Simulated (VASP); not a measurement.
As, 7 atoms in the cell. Symmetry: Pm-3m, No. 221, cubic system. Conventional cell: a = 4.760 Å, b = 4.760 Å, c = 4.760 Å, α = 90.00°, β = 90.00°, γ = 90.00°. As (site symmetry 4/mmm) has 6 As at 2.38 Å within 3.1 Å. As (site symmetry m-3m) has 6 As at 2.38 Å within 3.1 Å. Within 3.1 Å of As (site symmetry 4/mmm) lie 4 As at 2.38 Å. 

```yaml
Program: VASP 6.6.1
Task: relaxation of cell and atoms
Functional: PBE
Potentials_or_basis: VASP PAW PBE potentials, release 64 (As)
Cutoff: 600 eV
k_mesh: 4 × 4 × 4
Occupations: gaussian, width 0.1 eV
Spin: no spin polarisation
Dipole_correction: no
Further_INCAR_settings: ALGO = Normal; EDIFF = 1e-07; IBRION = 2; EDIFFG = -0.04; NSW = 90; ISIF = 3
```

Potentials or basis: VASP PAW PBE potentials, release 64 (As).

The run is started by

```bash
$ cat potpaw_PBE.64/As/POTCAR > POTCAR
$ mpirun -np 1 vasp_std > vasp.out
```

Hardware: 1 thread of Intel(R) Xeon(R) 6975P-C (Granite Rapids), with other jobs on the host.

Q: How long does it take, and how much memory?

A: It took 64 s on 1 thread of Intel(R) Xeon(R) 6975P-C (Granite Rapids) (shared host), peak memory 0.24 GiB. Counts: scf iterations 46, k points 10, ion steps 4.
